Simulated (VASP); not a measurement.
# CdS (Hawleyite): single point with PBE

Crystal: CdS (Hawleyite).

```
Cd S
1.0
     0.00000    2.91650    2.91650
     2.91650    0.00000    2.91650
     2.91650    2.91650    0.00000
Cd S
1 1
Direct
  0.00000 0.00000 0.00000
  0.75000 0.75000 0.75000
```

```yaml
Program: VASP 6.6.1
Task: single point
Functional: PBE
Potentials_or_basis: VASP PAW PBE potentials, release 64 (Cd, S)
Cutoff: 520 eV
k_mesh: 8 × 8 × 8
Occupations: gaussian, width 0.026 eV
Spin: no spin polarisation
Dipole_correction: no
Further_INCAR_settings: ALGO = Normal; EDIFF = 1e-06; NBANDS = 16
```

```
Pressure               : 3.2 GPa
Band gap on the k mesh : 1.15 eV, direct
```

Levels at points of the mesh, in eV from the valence-band top:
```
           k point  band 7  band 8  band 9  band 10  band 11  band 12
(0.00, 0.00, 0.00)    0.00    0.00    0.00     1.15     6.55     6.55
(0.50, 0.00, 0.00)   -4.40   -0.75   -0.75     3.02     7.01     7.01
(0.50, 0.50, 0.00)   -3.95   -1.88   -1.88     3.55     4.35     9.23
```

It took 18 s on 1 thread of Intel(R) Xeon(R) Platinum 8259CL CPU @ 2.50GHz (Skylake/Cascade Lake) (shared host), peak memory 0.18 GiB.

Expect the measured gap to be larger: semilocal functionals such as PBE lack the derivative discontinuity.
